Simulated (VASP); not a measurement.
Crystal: Zn.

```xyz
2
Lattice="2.6700 0.0000 0.0000 -1.3350 2.3123 0.0000 0.0000 0.0000 4.9660" Properties=species:S:1:pos:R:3 pbc="T T T"
Zn    0.0000    1.5415    1.2415
Zn    1.3350    0.7708    3.7245
```

| Property | Result |
| --- | --- |
| Program | VASP 6.6.1 |
| Task | relaxation of cell and atoms |
| Functional | PBEsol |
| Potentials or basis | VASP PAW PBE potentials, release 64 (Zn) |
| Cutoff | 600 eV |
| k mesh | 10 × 10 × 5 |
| Occupations | gaussian, width 0.05 eV |
| Spin | no spin polarisation |

At the start: pressure -5.5 GPa; volume 15.33 Å³/atom.

Problem. Where does the relaxation end?

Solution. Over 7 steps the energy falls by 19.8 meV/atom and the volume is 14.26 Å³/atom (-7.0 %); space group P6_3/mmc (No. 194, to 0.1 Å) before and after.

Step by step:
| step | energy change (eV) | largest force (eV/Å) | pressure (GPa) | volume (Å³) |
| --- | --- | --- | --- | --- |
| 1 | 0.0000 | 0.0000 | -5.51 | 30.66 |
| 2 | -0.0381 | 0.0000 | 0.72 | 28.38 |
| 3 | -0.0387 | 0.0000 | -0.11 | 28.62 |
| 4 | -0.0394 | 0.0000 | -0.11 | 28.55 |
| 5 | -0.0395 | 0.0000 | -0.02 | 28.51 |
| 6 | -0.0395 | 0.0000 | -0.11 | 28.52 |
| 7 | -0.0395 | 0.0000 | 0.01 | 28.52 |

Final structure:
```cif
data_structure
_symmetry_space_group_name_H-M 'P 1'
_symmetry_Int_Tables_number 1
_cell_length_a 2.6073
_cell_length_b 2.6073
_cell_length_c 4.8442
_cell_angle_alpha 90.000
_cell_angle_beta 90.000
_cell_angle_gamma 120.000
_cell_volume 28.52
loop_
_atom_site_label
_atom_site_type_symbol
_atom_site_fract_x
_atom_site_fract_y
_atom_site_fract_z
_atom_site_occupancy
Zn1 Zn 0.33333 0.66667 0.25000 1
Zn2 Zn 0.66667 0.33333 0.75000 1
```

Caveat: the PAW data sets were made with another functional, which shifts forces and pressure a little.
